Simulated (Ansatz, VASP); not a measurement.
Cd2TeO3: VASP beside Ansatz

```
CELL_PARAMETERS angstrom
6.00676 0.00000 0.00000
-3.00338 5.20201 0.00000
0.00000 0.00000 3.02273
ATOMIC_POSITIONS crystal
Cd 0.33333 0.66667 0.50000
Cd 0.66667 0.33333 0.50000
Te 0.00000 0.00000 0.50000
O 0.00000 0.50000 0.00000
O 0.50000 0.00000 0.00000
O 0.50000 0.50000 0.00000
```

Change from the starting cell: species swapped into the SmB2Ir3 type (P6/mmm, No. 191).

Alike in both runs: functional PBE; k mesh 6 × 6 × 12; occupations gaussian, width 0.1 eV; no spin polarisation.

Ansatz relaxed the structure, and its values are those at the end. VASP's run is a single point on that final structure, the one shown.

|  | VASP | Ansatz |
| --- | --- | --- |
| version | VASP 6.6.1 | Ansatz 0.2.0 |
| potentials or method | VASP PAW PBE potentials, release 64 (Cd, Te, O), cutoff 520 eV | scalar-relativistic, plane waves, PAW |
| valence electrons in the cell | 48 | 74 |

|  | VASP | Ansatz | Ansatz less VASP |
| --- | --- | --- | --- |
| gap on the k mesh at the Fermi level (eV) | none | none | - |
| pressure (GPa) | 1.0 | 0.0 | -0.97 |

A gap of «none» marks a metal or a gap that the smearing closes. With one functional, cell and mesh, what is left measures potentials, basis and numerics. VASP's potentials hold 48 valence electrons a cell and Ansatz's 74, so a difference there can come from the potentials and not from the codes.

Spin-orbit coupling is off throughout.
